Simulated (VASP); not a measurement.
# CuO (Cc) in VASP: single point with PBE+U

Aim: the single point of CuO with PBE+U.

Program: VASP 6.6.1. These are calculated values, not measurements. Logs are shortened: lines on timing, memory, paths and dates and some standing lists are left out, and cuts for length are marked.

**1. The cell of the first run**

The structure is monoclinic, space group Cc (No. 9). The conventional cell has a = 4.693 Å, b = 3.428 Å, c = 5.137 Å, α = 90.00°, β = 99.55°, γ = 90.00°. Within 2.5 Å of Cu (site symmetry 1) lie 4 O at 1.89 to 2.04 Å. Within 2.5 Å of Cu (site symmetry 1) lie 4 O at 1.89 to 2.04 Å. O (site symmetry 1) has 4 Cu at 1.89 to 2.04 Å within 2.5 Å. Within 2.5 Å of O (site symmetry 1) lie 4 Cu at 1.89 to 2.04 Å.

**2. Single point, PBE+U, collinear spin**

INCAR reads:

```
ALGO     = Normal         # electronic algorithm
EDIFF    = 1E-6           # SCF threshold, eV
ENCUT    = 520            # plane-wave cutoff, eV
GGA      = PE             # functional
ISIF     = 2              # what is computed and relaxed
ISMEAR   = -1             # smearing method
ISPIN    = 2              # spin polarisation
LASPH    = True           # aspherical terms in the spheres
LCHARG   = True           # write CHGCAR
LDAU     = True           # DFT+U
LDAUJ    = 0 0          
LDAUL    = 2 -1           # shell
LDAUPRINT= 1            
LDAUTYPE = 2            
LDAUU    = 4 0            # U, eV
LELF     = True           # ELF
LMAXMIX  = 4              # l up to which the mixer works
LORBIT   = 11             # projections on sites
LREAL    = False          # projectors in reciprocal space
LVHAR    = True         
LWAVE    = False          # write WAVECAR
MAGMOM   = 1 1 -1 -1 0 0 0 0 # initial moments
NBANDS   = 48             # bands
NELM     = 150            # most SCF steps
PREC     = Accurate       # precision mode
SIGMA    = 0.1            # smearing width, eV
```

KPOINTS reads:

```
k-points
0
Gamma
  4 8 4
```

POSCAR reads:

```
CuO
1.0
    4.6927000000     -3.4283000000      0.0000000000
    2.3463500000      1.7141500000      0.0000000000
   -0.8519200000      0.0000000000      5.0658700000
Cu O
4 4
Direct
    0.0016500000      0.4967000000      0.0000000000
    0.5016500000      0.4967000000      0.0000000000
    0.2483500000      0.0033000000      0.5000000000
    0.7483500000      0.0033000000      0.5000000000
    0.2859500000      0.4073000000      0.2602000000
    0.7859500000      0.4073000000      0.2602000000
    0.2036500000      0.5719000000      0.7602000000
    0.7036500000      0.5719000000      0.7602000000
```

Potentials or basis: VASP PAW PBE potentials, release 64 (Cu, O).

Launch:

```sh
cat potpaw_PBE.64/Cu/POTCAR potpaw_PBE.64/O/POTCAR > POTCAR
mpirun -np 1 vasp_std > vasp.out
```

OUTCAR:

```text
EDIFF = 1E-6
   ENCUT = 520
   GGA = PE
   ISIF = 2
   ISMEAR = -1
   ISPIN = 2
   LASPH = True
   LORBIT = 11
   LREAL = False
   NELM = 150
   PREC = Accurate

 ion  position               nearest neighbor table
   1  0.002  0.497  0.000-   7 1.89   5 1.96   8 1.96   6 2.04
   2  0.502  0.497  0.000-   8 1.89   6 1.96   7 1.96   5 2.04
   3  0.248  0.003  0.500-   5 1.89   7 1.96   5 1.96   7 2.04
   4  0.748  0.003  0.500-   6 1.89   8 1.96   6 1.96   8 2.04
   5  0.286  0.407  0.260-   3 1.89   1 1.96   3 1.96   2 2.04
   6  0.786  0.407  0.260-   4 1.89   2 1.96   4 1.96   1 2.04
   7  0.204  0.572  0.760-   1 1.89   3 1.96   2 1.96   3 2.04
   8  0.704  0.572  0.760-   2 1.89   4 1.96   1 1.96   4 2.04

  LATTYP: Found a triclinic cell.
 ALAT       =     8.8861191690
 B/A-ratio  =     0.3270042938
 C/A-ratio  =     1.3191172561
 COS(alpha) =     0.0051195543
 COS(beta)  =     0.5658570877
 COS(gamma) =     0.7821808816

  Lattice vectors:

 A1 = (   2.3463500000,   8.5707500000,   0.0000000000)
 A2 = (   2.3463500000,   1.7141500000,   0.0000000000)
 A3 = (  -6.1871300000,   8.5707500000,  -5.0658700000)

Analysis of symmetry for initial positions (statically):
=====================================================================
 Subroutine PRICEL returns following result:

  LATTYP: Found a base centered monoclinic cell.
 ALAT       =     4.6927000000
 B/A-ratio  =     0.7305602318
 C/A-ratio  =     1.0946797482
 COS(beta)  =    -0.1658398665
[... 12 lines left out ...]
 Subroutine GETGRP returns: Found  1 space group operations
 (whereof  1 operations were pure point group operations)
 out of a pool of  2 trial point group operations.

The static configuration has the point symmetry C_1 .

Analysis of symmetry for dynamics (positions and initial velocities):
=====================================================================
 Subroutine PRICEL returns following result:

  LATTYP: Found a base centered monoclinic cell.
 ALAT       =     4.6927000000
 B/A-ratio  =     0.7305602318
 C/A-ratio  =     1.0946797482
 COS(beta)  =    -0.1658398665
[... 12 lines left out ...]
 Subroutine GETGRP returns: Found  1 space group operations
 (whereof  1 operations were pure point group operations)
 out of a pool of  2 trial point group operations.

The dynamic configuration has the point symmetry C_1 .

Analysis of structural, dynamic, and magnetic symmetry:
=====================================================================
 Subroutine PRICEL returns following result:

  LATTYP: Found a base centered monoclinic cell.
 ALAT       =     4.6927000000
 B/A-ratio  =     0.7305602318
 C/A-ratio  =     1.0946797482
 COS(beta)  =    -0.1658398665
[... 12 lines left out ...]
 Subroutine GETGRP returns: Found  1 space group operations
 (whereof  1 operations were pure point group operations)
 out of a pool of  2 trial point group operations.

The overall configuration has the point symmetry C_1 .

 Subroutine INISYM returns: Found  1 space group operations
 (whereof  1 operations are pure point group operations),
 and found     2 'primitive' translations

----------------------------------------------------------------------------------------

                                     Primitive cell

  volume of cell :      40.7498

  direct lattice vectors                    reciprocal lattice vectors
     2.346350000 -1.714150000  0.000000000     0.213096938 -0.291689759  0.035836203
     2.346350000  1.714150000  0.000000000     0.213096938  0.291689759  0.035836203
    -0.851920000  0.000000000  5.065870000     0.000000000  0.000000000  0.197399460

  length of vectors
[... 114 lines left out ...]
   TEBEG  =    0.0;   TEEND  =   0.0 temperature during run
   PSTRESS=    0.0 pullay stress
   NELECT =      68.0000    total number of electrons
   NUPDOWN=      -1.0000    fix difference up-down
   EMIN   =  10.00;   EMAX   =-10.00  energy-range for DOS
   EFERMI =   0.00;   METHOD = LEGACY
   ISMEAR =    -1;   SIGMA  =   0.10  broadening in eV -4-tet -1-fermi 0-gaus
   EFERMI_NEDOS =   21; number of points for ismear=-14 and -15
   IALGO  =     38    algorithm
   IMIX   =      4    mixing-type and parameters
     AMIX     =   0.40;   BMIX     =  1.00
     AMIX_MAG =   1.60;   BMIX_MAG =  1.00
  volume/ion in A,a.u.               =      10.19        68.75
  Fermi-wavevector in a.u.,A,eV,Ry     =   1.541201  2.912447 32.317921  2.375300
  Thomas-Fermi vector in A             =   2.647180
   LORBIT       =     11    0 simple, 1 ext, 2 COOP (PROOUT), +10 PAW based schemes
 LDA+U is selected, type is set to LDAUTYPE =  2
   angular momentum for each species LDAUL =     2   -1
   U (eV)           for each species LDAUU =   4.0  0.0
   J (eV)           for each species LDAUJ =   0.0  0.0
   GGA     = PE    functional components
   LHFCALC =     F    Hartree Fock is set to
   AEXX    =    0.0000 exact exchange contribution
   IVDW    =     0    specifies the selected vdW correction
   LEPSILON=     F    determine dielectric tensor
   LRPA    =     F    only Hartree local field effects (RPA)
 spin polarized calculation
  energy-cutoff  :      520.00
  volume of cell :       81.50
 maximum number of plane-waves:      2217
 NGX is ok and might be reduce to    48
   NGX = 21   NGY = 11   NGZ = 19

 number of electron      68.0000000 magnetization       0.0000036

atom =   1  type =  1  l = 2

 onsite density matrix

spin component  1
[... 116 lines left out ...]
  o =  0.4263  v =  0.0869  0.5667  0.0073  0.7796 -0.2519  0.0000  0.0000  0.0000  0.0000  0.0000      0.0000  0.0000  0.0000  0.0000  0.0000  0.0000  0.0000  0.0000  0.0000  0.0000
  o =  0.9534  v =  0.8569  0.1811  0.4291 -0.2034  0.0861  0.0000  0.0000  0.0000  0.0000  0.0000      0.0000  0.0000  0.0000  0.0000  0.0000  0.0000  0.0000  0.0000  0.0000  0.0000
  o =  0.9552  v =  0.0000  0.0000  0.0000  0.0000  0.0000  0.8561  0.1634  0.4420 -0.1915  0.0912      0.0000  0.0000  0.0000  0.0000  0.0000  0.0000  0.0000  0.0000  0.0000  0.0000
  o =  0.9683  v =  0.0000  0.0000  0.0000  0.0000  0.0000  0.0676  0.1714 -0.1951 -0.4156 -0.8691      0.0000  0.0000  0.0000  0.0000  0.0000  0.0000  0.0000  0.0000  0.0000  0.0000
  o =  0.9695  v =  0.0000  0.0000  0.0000  0.0000  0.0000  0.1187 -0.7856  0.2973  0.3626 -0.3858      0.0000  0.0000  0.0000  0.0000  0.0000  0.0000  0.0000  0.0000  0.0000  0.0000
  o =  0.9706  v = -0.0330  0.5761 -0.3499 -0.5652 -0.4746  0.0000  0.0000  0.0000  0.0000  0.0000      0.0000  0.0000  0.0000  0.0000  0.0000  0.0000  0.0000  0.0000  0.0000  0.0000
  o =  0.9715  v =  0.1672 -0.5216  0.0959  0.0927 -0.8259  0.0000  0.0000  0.0000  0.0000  0.0000      0.0000  0.0000  0.0000  0.0000  0.0000  0.0000  0.0000  0.0000  0.0000  0.0000
  o =  0.9765  v =  0.0000  0.0000  0.0000  0.0000  0.0000 -0.4832  0.2505  0.8232 -0.1048 -0.1229      0.0000  0.0000  0.0000  0.0000  0.0000  0.0000  0.0000  0.0000  0.0000  0.0000
  o =  0.9780  v =  0.4787 -0.2052 -0.8272  0.1512  0.1474  0.0000  0.0000  0.0000  0.0000  0.0000      0.0000  0.0000  0.0000  0.0000  0.0000  0.0000  0.0000  0.0000  0.0000  0.0000
  o =  1.0127  v =  0.0000  0.0000  0.0000  0.0000  0.0000  0.1222  0.5138 -0.0223  0.8051 -0.2691      0.0000  0.0000  0.0000  0.0000  0.0000  0.0000  0.0000  0.0000  0.0000  0.0000

 number of electron      68.0000000 magnetization      -0.0000030

 Free energy of the ion-electron system (eV)
  ---------------------------------------------------
  ext. energy  EPLUGINS =         0.00000000
  ---------------------------------------------------
  free energy    TOTEN  =       -34.34108707 eV

  energy without entropy =      -34.33501187  energy(sigma->0) =      -34.33804947

 E-fermi :   5.4122     XC(G=0): -11.8315

 val. band max:        5.1113542384   @ k =   0.0000   0.0000   0.0000
 cond. band min:       5.7095951869   @ k =   0.2500   0.2500   0.5000
 fundamental gap:      0.5982409484
 Fermi energy:         5.4121721481

 spin component 1

 k-point     1 :       0.0000    0.0000    0.0000
  band No.  band energies     occupation
      1     -14.0612      1.00000
      2     -13.2674      1.00000
      3     -12.7085      1.00000
      4     -12.5738      1.00000
      5      -2.7125      1.00000
      6      -1.7046      1.00000
[... 2345 lines left out ...]
     45      17.6268      0.00000
     46      19.1350      0.00000

 [... further k-points ...]

 [bands above 46 left out]

------------------------ aborting loop because EDIFF is reached ----------------------------------------

  FORCE on cell =-STRESS in cart. coord.  units (eV):
  Direction    XX          YY          ZZ          XY          YZ          ZX
  --------------------------------------------------------------------------------------
  -------------------------------------------------------------------------------------
  Total        2.0443409      1.9769639      2.2748907     -0.0008570     -0.0003120     -0.7622313
  in kB       40.1890977     38.8645516     44.7214081     -0.0168474     -0.0061334    -14.9844813
  external PRESSURE =      41.2583525 kB  Pullay stress =       0.0000000 kB

 VOLUME and BASIS-vectors are now :
 -----------------------------------------------------------------------------
  energy-cutoff  :      520.00
  volume of cell :       81.50
      direct lattice vectors                 reciprocal lattice vectors
     4.692700000 -3.428300000  0.000000000     0.106548469 -0.145844879  0.017918101
     2.346350000  1.714150000  0.000000000     0.213096938  0.291689759  0.035836203
    -0.851920000  0.000000000  5.065870000     0.000000000  0.000000000  0.197399460

 POSITION                                       TOTAL-FORCE (eV/Angst)
 -----------------------------------------------------------------------------------
      1.17317      0.84576      0.00000        -0.708236      0.227877      0.691010
      3.51952     -0.86839      0.00000        -0.708236      0.227877      0.691010
      0.74722     -0.84576      2.53294        -0.708255     -0.227890      0.691032
      3.09357     -2.55991      2.53294        -0.708255     -0.227890      0.691032
      2.07588     -0.28215      1.31814         0.708251      0.151928     -0.690991
      4.42223     -1.99630      1.31814         0.708251      0.151928     -0.690991
      1.64992      0.28215      3.85107         0.708239     -0.151915     -0.691051
      3.99627     -1.43200      3.85107         0.708239     -0.151915     -0.691051
 -----------------------------------------------------------------------------------
    total drift:                               -0.000356     -0.000004      0.001926

  FREE ENERGIE OF THE ION-ELECTRON SYSTEM (eV)
  ---------------------------------------------------
  free  energy   TOTEN  =       -34.3410870736 eV

  energy  without entropy=      -34.3350118747  energy(sigma->0) =      -34.33804947

 total charge

# of ion       s       p       d       tot
------------------------------------------
    1        0.377   0.389   9.161   9.926
    2        0.377   0.389   9.161   9.926
    3        0.377   0.389   9.161   9.926
    4        0.377   0.389   9.161   9.926
    5        1.562   3.427   0.000   4.989
    6        1.562   3.427   0.000   4.989
    7        1.562   3.427   0.000   4.989
    8        1.562   3.427   0.000   4.989
--------------------------------------------------
tot          7.756  15.261  36.644  59.661

 magnetization (x)

# of ion       s       p       d       tot
------------------------------------------
    1       -0.006  -0.006   0.583   0.571
    2       -0.006  -0.006   0.583   0.571
    3        0.006   0.006  -0.583  -0.571
    4        0.006   0.006  -0.583  -0.571
    5       -0.000  -0.010   0.000  -0.010
    6       -0.000  -0.010   0.000  -0.010
    7        0.000   0.010   0.000   0.010
    8        0.000   0.010   0.000   0.010
--------------------------------------------------
tot          0.000   0.000   0.000   0.000
```

It took 14 min on 1 thread of Oxide Virtual Turin-like, shared host; peak memory 0.44 GiB.

What came out:

- Free energy: -34.3411 eV
- Pressure: 4.1 GPa
- Largest force: 1.015 eV/Å
- Band gap on the k mesh: 0.60 eV
- Net moment: 0.00 μB per cell
- Site moments: Cu +0.57, -0.57 (each value once); O -0.01, +0.01 (each value once) μB
- Valence electrons inside the program's atomic spheres: Cu 9.93; O 4.99

Forces on the atoms (eV/Å):
```
Cu  -0.708  0.228  0.691
Cu  -0.708  0.228  0.691
Cu  -0.708 -0.228  0.691
Cu  -0.708 -0.228  0.691
O    0.708  0.152 -0.691
O    0.708  0.152 -0.691
O    0.708 -0.152 -0.691
O    0.708 -0.152 -0.691
```

Eigenvalues of the final occupation matrices:
| site | spin | trace | eigenvalues |
| --- | --- | --- | --- |
| site 1 d | 1 | 4.88 | 0.96 0.97 0.97 0.98 1.01 |
| site 1 d | 2 | 4.30 | 0.43 0.95 0.97 0.97 0.98 |
| site 2 d | 1 | 4.88 | 0.96 0.97 0.97 0.98 1.01 |
| site 2 d | 2 | 4.30 | 0.43 0.95 0.97 0.97 0.98 |
| site 3 d | 1 | 4.30 | 0.43 0.95 0.97 0.97 0.98 |
| site 3 d | 2 | 4.88 | 0.96 0.97 0.97 0.98 1.01 |
| site 4 d | 1 | 4.30 | 0.43 0.95 0.97 0.97 0.98 |
| site 4 d | 2 | 4.88 | 0.96 0.97 0.97 0.98 1.01 |

Caveat: the cell stands under pressure; semilocal functionals underestimate gaps, and a narrow one can read as zero; forces of over 1 eV/Å act on the atoms, so gaps and moduli don't describe the material at rest.
